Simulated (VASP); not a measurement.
# NbB2 (P6/mmm) in VASP: further runs, part 2 of 2

VASP 6.6.1. The steps go on from the part before.

## 5. Single point, LDA (strain -0.025 along x and y, +0.000 along z)

Contents of INCAR:

```
SYSTEM = NbB2
PREC = Accurate ; ENCUT = 520
EDIFF = 1E-6 ; ISMEAR = 0
SIGMA = 0.15 ; LREAL = .FALSE.
LASPH = .TRUE. ; NELM = 100
ALGO = Normal ; ISIF = 2
LWAVE = .FALSE. ; LCHARG = .FALSE.
GGA = CA ; NBANDS = 16
```

Contents of KPOINTS:

```
Automatic mesh
0
G
  18 18 14
  0 0 0
```

Contents of POSCAR:

```
NbB2
1.0
    2.9951814504      0.0000000000      0.0000000000
   -1.4975907252      2.5939032250      0.0000000000
    0.0000000000      0.0000000000      3.2813216790
Nb B
1 2
Direct
    0.0000000000      0.0000000000      0.0000000000
    0.3333333333      0.6666666667      0.5000000000
    0.6666666667      0.3333333333      0.5000000000
```

Potentials or basis: VASP PAW LDA potentials, release 64 (Nb_sv, B).

Started as:

```console
cat potpaw_LDA.64/Nb_sv/POTCAR potpaw_LDA.64/B/POTCAR > POTCAR
mpirun -np 1 vasp_std > vasp.out
```

OUTCAR:

```text
SYSTEM = NbB2
   PREC = Accurate
   ENCUT = 520
   EDIFF = 1E-6
   ISMEAR = 0
   LREAL = .FALSE.
   LASPH = .TRUE.
   NELM = 100
   ISIF = 2
   GGA = CA

 ion  position               nearest neighbor table
   1  0.000  0.000  0.000-   2 2.38   3 2.38   2 2.38   3 2.38   3 2.38   3 2.38   2 2.38   2 2.38
                             3 2.38   3 2.38   2 2.38   2 2.38
   2  0.333  0.667  0.500-   3 1.73   3 1.73   3 1.73   1 2.38   1 2.38   1 2.38   1 2.38   1 2.38
                             1 2.38
   3  0.667  0.333  0.500-   2 1.73   2 1.73   2 1.73   1 2.38   1 2.38   1 2.38   1 2.38   1 2.38
                             1 2.38

  LATTYP: Found a hexagonal cell.
 ALAT       =     2.9951814504
 C/A-ratio  =     1.0955335205

  Lattice vectors:

 A1 = (   2.9951814504,   0.0000000000,   0.0000000000)
 A2 = (  -1.4975907252,   2.5939032250,   0.0000000000)
 A3 = (   0.0000000000,   0.0000000000,   3.2813216790)

Analysis of symmetry for initial positions (statically):
=====================================================================
 Subroutine PRICEL returns:
 Original cell was already a primitive cell.

 Routine SETGRP: Setting up the symmetry group for a
 hexagonal supercell.

 Subroutine GETGRP returns: Found 24 space group operations
 (whereof 24 operations were pure point group operations)
[... 165 lines left out ...]
  energy without entropy =      -28.45633474  energy(sigma->0) =      -28.46234561

 E-fermi :  13.6399     XC(G=0): -13.6198

 val. band max:       13.6312648460   @ k =   0.1111   0.0000   0.5000
 cond. band min:      13.6434701496   @ k =   0.3333   0.3333   0.0000
 fundamental gap:      0.0122053035
 Fermi energy:        13.6398798037

 k-point     1 :       0.0000    0.0000    0.0000
  band No.  band energies     occupation
      1     -41.7425      2.00000
      2     -18.1565      2.00000
      3     -17.5270      2.00000
      4     -17.5270      2.00000
      5      -1.0326      2.00000
      6       8.9463      2.00000
[... 433 lines left out ...]
      3     -17.9647      2.00000
      4     -17.8404      2.00000
      5       2.5451      2.00000
      6       4.3367      2.00000
[... 8 lines left out ...]
     15      22.6958      0.00000
     16      22.7775      0.00000

 [... further k-points ...]
[... 5 lines left out ...]
  --------------------------------------------------------------------------------------
  -------------------------------------------------------------------------------------
  Total        3.4502663      3.4502663      1.7933310      0.0000000      0.0000000      0.0000000
  in kB      216.8390430    216.8390430    112.7055561      0.0000000      0.0000000      0.0000000
  external PRESSURE =     182.1278807 kB  Pullay stress =       0.0000000 kB

 VOLUME and BASIS-vectors are now :
 -----------------------------------------------------------------------------
  energy-cutoff  :      520.00
  volume of cell :       25.49
      direct lattice vectors                 reciprocal lattice vectors
     2.995181450  0.000000000  0.000000000     0.333869589  0.192759697  0.000000000
    -1.497590725  2.593903225  0.000000000     0.000000000  0.385519394  0.000000000
     0.000000000  0.000000000  3.281321679     0.000000000  0.000000000  0.304755247

 POSITION                                       TOTAL-FORCE (eV/Angst)
 -----------------------------------------------------------------------------------
      0.00000      0.00000      0.00000         0.000000      0.000000     -0.000000
     -0.00000      1.72927      1.64066        -0.000000      0.000000     -0.000000
      1.49759      0.86463      1.64066         0.000000      0.000000      0.000000
 -----------------------------------------------------------------------------------
    total drift:                               -0.000000      0.000000      0.000000

  FREE ENERGIE OF THE ION-ELECTRON SYSTEM (eV)
  ---------------------------------------------------
  free  energy   TOTEN  =       -28.4683564821 eV

  energy  without entropy=      -28.4563347410  energy(sigma->0) =      -28.46234561
```

stdout:

```text
POSCAR found type information on POSCAR NbB
 POSCAR found :  2 types and       3 ions
 scaLAPACK will be used
 LDA part: xc-table for (Slater(with rela. corr.)+CA(PZ))
 , standard interpolation
 POSCAR, INCAR and KPOINTS ok, starting setup
 FFT: planning ... GRIDC
 FFT: planning ... GRID_SOFT
 FFT: planning ... GRID
 WAVECAR not read
 entering main loop
```

Run time: 31 s. Hardware: 1 thread of Intel Xeon 6975P-C (Granite Rapids), shared host; peak memory 0.22 GiB.

Results:

* Free energy: -28.4684 eV
* Pressure: 18.2 GPa

Caveat: the cell differs from its parent crystal (strain -0.025 along x and y, +0.000 along z).

## 6. Single point, LDA (strain +0.000 along x and y, -0.050 along z)

Contents of INCAR:

```
  ALGO = Normal
  EDIFF = 1E-6
  ENCUT = 520
  ISIF = 2
  ISMEAR = 0
  LASPH = True
  LCHARG = False
  LREAL = False
  LWAVE = False
  NBANDS = 16
  NELM = 60
  PREC = Accurate
  SIGMA = 0.15
```

Contents of KPOINTS:

```
k-points
0
Gamma
  18 18 14
```

Contents of POSCAR:

```
NbB2
1.0
    3.0719809748      0.0000000000      0.0000000000
   -1.5359904874      2.6604135641      0.0000000000
    0.0000000000      0.0000000000      3.1172555950
Nb B
1 2
Direct
    0.0000000000      0.0000000000      0.0000000000
    0.3333333333      0.6666666667      0.5000000000
    0.6666666667      0.3333333333      0.5000000000
```

Potentials or basis: VASP PAW LDA potentials, release 64 (Nb_sv, B).

Started as:

```console
cat potpaw_LDA.64/Nb_sv/POTCAR potpaw_LDA.64/B/POTCAR > POTCAR
mpirun -np 1 vasp_std > vasp.out
```

It took 29 s on 1 thread of Intel Xeon 6975P-C (Granite Rapids), shared host; peak memory 0.21 GiB.

It converged, with:

```
Free energy : -28.4487 eV
Pressure    : 17.4 GPa
```

Stress tensor (GPa, compression positive):
```
12.03  0.00  0.00
 0.00 12.03  0.00
 0.00  0.00 28.00
```

Levels at points of the mesh, in eV from the Fermi level:
| k point | band 6 | band 7 | band 8 | band 9 | band 10 | band 11 | band 12 | band 13 |
| --- | --- | --- | --- | --- | --- | --- | --- | --- |
| (0.00, 0.00, 0.00) | -5.13 | -5.13 | -4.68 | -2.77 | 1.39 | 1.39 | 3.82 | 3.82 |
| (0.50, 0.00, 0.00) | -9.90 | -5.25 | -4.99 | -4.61 | 0.45 | 1.96 | 2.39 | 3.17 |
| (0.00, 0.00, 0.50) | -9.05 | -2.48 | -2.48 | -2.43 | -2.43 | -1.40 | -1.40 | 1.67 |
| (0.50, 0.00, 0.50) | -8.14 | -7.02 | -6.37 | -3.54 | 2.93 | 2.97 | 3.75 | 5.75 |

Caveat: the cell differs from its parent crystal (strain +0.000 along x and y, -0.050 along z).

## 7. Single point, LDA (strain -0.025 along x and y, +0.025 along z)

Contents of INCAR:

```
  PREC = Accurate
  ENCUT = 520
  EDIFF = 1E-6
  ISMEAR = 0
  SIGMA = 0.15
  LREAL = F
  LASPH = T
  NELM = 80
  ALGO = Normal
  ISIF = 2
  LWAVE = F
  LCHARG = F
  NBANDS = 16
```

Contents of KPOINTS:

```
regular mesh
0
Gamma
  18 18 14
```

Contents of POSCAR:

```
NbB2
1.0
    2.9951814504      0.0000000000      0.0000000000
   -1.4975907252      2.5939032250      0.0000000000
    0.0000000000      0.0000000000      3.3633547210
Nb B
1 2
Direct
    0.0000000000      0.0000000000      0.0000000000
    0.3333333333      0.6666666667      0.5000000000
    0.6666666667      0.3333333333      0.5000000000
```

Potentials or basis: VASP PAW LDA potentials, release 64 (Nb_sv, B).

Started as:

```console
cat potpaw_LDA.64/Nb_sv/POTCAR potpaw_LDA.64/B/POTCAR > POTCAR
mpirun -np 1 vasp_std > vasp.out
```

OUTCAR:

```text
PREC = Accurate
   ENCUT = 520
   EDIFF = 1E-6
   ISMEAR = 0
   LREAL = F
   LASPH = T
   NELM = 80
   ISIF = 2

 ion  position               nearest neighbor table
   1  0.000  0.000  0.000-   2 2.41   3 2.41   2 2.41   3 2.41   3 2.41   3 2.41   2 2.41   2 2.41
                             3 2.41   3 2.41   2 2.41   2 2.41
   2  0.333  0.667  0.500-   3 1.73   3 1.73   3 1.73   1 2.41   1 2.41   1 2.41   1 2.41   1 2.41
                             1 2.41
   3  0.667  0.333  0.500-   2 1.73   2 1.73   2 1.73   1 2.41   1 2.41   1 2.41   1 2.41   1 2.41
                             1 2.41

  LATTYP: Found a hexagonal cell.
[... 647 lines left out ...]
     16      22.2070      0.00000

 [... further k-points ...]
[... 5 lines left out ...]
  --------------------------------------------------------------------------------------
  -------------------------------------------------------------------------------------
  Total        2.3962426      2.3962426      0.0345837     -0.0000000      0.0000000      0.0000000
  in kB      146.9236770    146.9236770      2.1204726     -0.0000000      0.0000000      0.0000000
  external PRESSURE =      98.6559422 kB  Pullay stress =       0.0000000 kB

 VOLUME and BASIS-vectors are now :
 -----------------------------------------------------------------------------
  energy-cutoff  :      520.00
  volume of cell :       26.13
      direct lattice vectors                 reciprocal lattice vectors
     2.995181450  0.000000000  0.000000000     0.333869589  0.192759697  0.000000000
    -1.497590725  2.593903225  0.000000000     0.000000000  0.385519394  0.000000000
     0.000000000  0.000000000  3.363354721     0.000000000  0.000000000  0.297322193

 POSITION                                       TOTAL-FORCE (eV/Angst)
 -----------------------------------------------------------------------------------
      0.00000      0.00000      0.00000         0.000000      0.000000      0.000000
     -0.00000      1.72927      1.68168         0.000000     -0.000000      0.000000
      1.49759      0.86463      1.68168        -0.000000      0.000000      0.000000
 -----------------------------------------------------------------------------------
    total drift:                               -0.000000      0.000000     -0.000000

  FREE ENERGIE OF THE ION-ELECTRON SYSTEM (eV)
  ---------------------------------------------------
  free  energy   TOTEN  =       -28.4906962217 eV

  energy  without entropy=      -28.4782934878  energy(sigma->0) =      -28.48449485
```

OSZICAR:

```text
N       E                     dE             d eps       ncg     rms          rms(c)
DAV:   1     0.144598850478E+03    0.14460E+03   -0.98868E+03  9496   0.118E+03
DAV:   2    -0.253766651361E+02   -0.16998E+03   -0.16423E+03 11800   0.415E+02
DAV:   3    -0.320361399174E+02   -0.66595E+01   -0.65203E+01 14968   0.724E+01
DAV:   4    -0.322933247778E+02   -0.25718E+00   -0.25679E+00 12256   0.124E+01
DAV:   5    -0.323019550524E+02   -0.86303E-02   -0.86282E-02 15656   0.210E+00    0.125E+01
DAV:   6    -0.284830168462E+02    0.38189E+01   -0.14153E+01 15960   0.294E+01    0.294E+00
DAV:   7    -0.284943998562E+02   -0.11383E-01   -0.48282E-01 11336   0.649E+00    0.208E+00
DAV:   8    -0.284911324846E+02    0.32674E-02   -0.70905E-02 17816   0.220E+00    0.395E-01
DAV:   9    -0.284908082983E+02    0.32419E-03   -0.39616E-03 13400   0.649E-01    0.113E-01
DAV:  10    -0.284907028953E+02    0.10540E-03   -0.62251E-04 13088   0.244E-01    0.252E-02
DAV:  11    -0.284906973671E+02    0.55282E-05   -0.37629E-05 13360   0.760E-02    0.185E-02
DAV:  12    -0.284906960821E+02    0.12850E-05   -0.27800E-06 11656   0.192E-02    0.375E-03
DAV:  13    -0.284906962217E+02   -0.13959E-06   -0.36550E-07  7240   0.840E-03
   1 F= -.28490696E+02 E0= -.28484495E+02  d E =-.124027E-01
```

Wall time 36 s (1 thread of Intel Xeon 6975P-C (Granite Rapids), shared host); peak memory 0.22 GiB.

What came out:

```yaml
Free_energy: -28.4907 eV
Pressure: 9.9 GPa
```

Caveat: the cell differs from its parent crystal (strain -0.025 along x and y, +0.025 along z).

## 8. Overview

| cell | gap on the mesh (eV) | pressure (GPa) |
| --- | --- | --- |
| a = 2.995, b = 2.995, c = 3.117 Å, angles 90.0, 90.0, 120.0°, 3 atoms | none | 39.0 |
| a = 2.995, b = 2.995, c = 3.199 Å, angles 90.0, 90.0, 120.0°, 3 atoms | none | 27.9 |
| a = 2.918, b = 2.918, c = 3.445 Å, angles 90.0, 90.0, 120.0°, 3 atoms | none | 21.8 |
| a = 2.995, b = 2.995, c = 3.281 Å, angles 90.0, 90.0, 120.0°, 3 atoms | none | 18.2 |
| a = 3.072, b = 3.072, c = 3.117 Å, angles 90.0, 90.0, 120.0°, 3 atoms | none | 17.4 |
| a = 2.995, b = 2.995, c = 3.363 Å, angles 90.0, 90.0, 120.0°, 3 atoms | none | 9.9 |

Alike in all rows: task single point; level LDA; potentials or basis VASP PAW LDA potentials, release 64 (Nb_sv, B); no spin polarisation; k mesh 18 × 18 × 14; cutoff (eV) 520; smearing gaussian 0.15 eV.

Absolute energies hang on the potentials; compare differences alone.
